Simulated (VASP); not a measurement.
A run of VASP 6.6.1 is set up as follows.

The input INCAR:

```
SYSTEM = Al32C
PREC     = Accurate       ! precision mode
ENCUT    = 520            ! plane-wave cutoff, eV
EDIFF    = 1E-6           ! SCF threshold, eV
ISMEAR   = -1             ! smearing method
SIGMA    = 0.1            ! smearing width, eV
LREAL    = Auto         
LASPH    = .True.         ! aspherical terms in the spheres
NELM     = 80             ! most SCF steps
ALGO     = Normal         ! electronic algorithm
ISIF     = 2              ! what is computed and relaxed
LWAVE    = .False.        ! write WAVECAR
LCHARG   = .True.         ! write CHGCAR
GGA      = PE             ! functional
LELF     = .True.         ! ELF
LVHAR    = .True.       
NBANDS   = 72             ! bands
```

KPOINTS

```
regular mesh
0
Gamma
  3 3 3
  0 0 0
```

POSCAR

```
Al32C
1.0
    8.1000000000      0.0000000000      0.0000000000
    0.0000000000      8.1000000000      0.0000000000
    0.0000000000      0.0000000000      8.1000000000
Al C
32 1
Direct
    0.4966112129      0.0032152035      0.0033442936
    0.7499724360      0.2497687750      0.0024273837
    0.7499716863      0.0022098868      0.2499688150
    0.0033125607      0.0031873380      0.0033146179
    0.2499607763      0.2497436697     -0.0001844598
    0.4964867632      0.4963427064      0.0034645382
    0.7499570612      0.7497228683      0.0085948518
    0.2499583657     -0.0003773228      0.2499620847
    0.5001243818      0.2497485616      0.2499649791
    0.7499728592      0.4972985415      0.2499656991
    0.4965858863      0.0032382613      0.4965879780
    0.7499725976      0.2497656694      0.4975047470
    0.7499567988      0.0082242559      0.7499606403
    0.0034515693      0.4963561198      0.0034538131
    0.2499643759      0.7498186647      0.0024114713
   -0.0001873389      0.2497434317      0.2499642401
    0.2499635547      0.4999660394      0.2499667996
    0.4975161654      0.7498197525      0.2499671105
    0.0033396824      0.0032128289      0.4966158616
    0.2499615188      0.2497483355      0.5001271072
    0.4964792833      0.4963333867      0.4964815788
    0.7499573128      0.7497240385      0.4912782675
    0.2499657650      0.0022099708      0.7499742006
    0.4975014189      0.2497655211      0.7499750375
    0.7499581383      0.4908929806      0.7499618538
    0.0024080512      0.7498186113      0.2499675755
    0.0034614460      0.4963437714      0.4964899046
    0.2499639101      0.7498197059      0.4975194920
    0.0024240817      0.2497689280      0.7499748795
    0.2499623488      0.4972984998      0.7499752700
    0.4912720522      0.7497241074      0.7499611223
    0.0085886704      0.7497228159      0.7499608698
    0.7499161074      0.7494700752      0.7499235758
```

Potentials or basis: VASP PAW PBE potentials, release 64 (Al, C).

The run is started by

```sh
$ cat potpaw_PBE.64/Al/POTCAR potpaw_PBE.64/C/POTCAR > POTCAR
$ mpirun -np 1 vasp_std > vasp.out
```

Q: What does it give for the band gap on the k mesh?

A: Zero (band 50 reaches 8.22 eV, above the bottom of band 51 at 7.79 eV).

Q: Predict the largest force.

A: 0.008 eV/Å.

Q: Estimate the pressure.

A: 0.3 GPa.

Forces in eV/Å, atoms in the order of the input:
```
Al  -0.001 -0.002  0.000
Al   0.000  0.000  0.005
Al   0.000  0.005  0.000
Al   0.001 -0.001  0.001
Al   0.000  0.001  0.000
Al   0.001  0.002 -0.001
Al   0.000 -0.003  0.008
Al   0.000 -0.003  0.000
Al   0.000  0.003  0.000
Al   0.000 -0.004  0.000
Al   0.000 -0.002  0.000
Al   0.000  0.000 -0.005
Al  -0.001  0.003 -0.001
Al  -0.002  0.001 -0.002
Al   0.000 -0.001  0.005
Al   0.000  0.001  0.000
Al   0.000  0.001  0.000
Al  -0.006  0.000  0.000
Al   0.000 -0.002 -0.001
Al   0.000  0.003  0.000
Al   0.001  0.002  0.001
Al   0.000 -0.002 -0.006
Al   0.000  0.005  0.000
Al  -0.005  0.000  0.000
Al   0.000 -0.001  0.000
Al   0.005 -0.001  0.000
Al  -0.001  0.002  0.001
Al   0.000  0.000 -0.006
Al   0.005  0.000  0.000
Al   0.000 -0.004  0.000
Al  -0.006 -0.002  0.000
Al   0.008 -0.003  0.000
C    0.000  0.004  0.000
```
